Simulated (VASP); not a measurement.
**Be: single point with PBE**

Sheet: Be, a sheet with vacuum.

```xyz
4
Lattice="3.9941 0.0000 0.0000 0.0000 3.9941 0.0000 0.0000 0.0000 23.8000" Properties=species:S:1:pos:R:3 pbc="T T T"
Be    2.9956    2.9956    7.0000
Be    0.9985    0.9985    7.0000
Be    2.9956    0.9985    7.0000
Be    0.9985    2.9956    7.0000
```

| Quantity | Value |
| --- | --- |
| Program | VASP 6.6.1 |
| Task | single point |
| Functional | PBE |
| Potentials or basis | VASP PAW PBE potentials, release 64 (Be) |
| Cutoff | 520 eV |
| k mesh | 10 × 10 × 1 |
| Occupations | gaussian, width 0.02 eV |
| Spin | no spin polarisation |
| Dipole correction | yes |
| Further INCAR settings | ALGO = Normal; EDIFF = 1e-06; NBANDS = 12 |

| Quantity | Value |
| --- | --- |
| Band gap on the k mesh | 0.09 eV |

Levels at points of the mesh, in eV from the valence-band top:
| k point | band 1 | band 2 | band 3 | band 4 | band 5 | band 6 | band 7 | band 8 |
| --- | --- | --- | --- | --- | --- | --- | --- | --- |
| (0.00, 0.00, 0.00) | -6.70 | -2.19 | -2.19 | -1.55 | 3.44 | 3.44 | 4.02 | 4.20 |
| (0.50, 0.00, 0.00) | -5.12 | -5.12 | -0.04 | -0.04 | 0.72 | 0.72 | 3.88 | 3.88 |
| (0.50, 0.50, 0.00) | -3.42 | -3.42 | -3.42 | -3.42 | 2.99 | 2.99 | 2.99 | 2.99 |

It took 2.1 min on 1 thread of Intel Xeon 6975P-C, with other jobs on the host, peak memory 0.42 GiB.
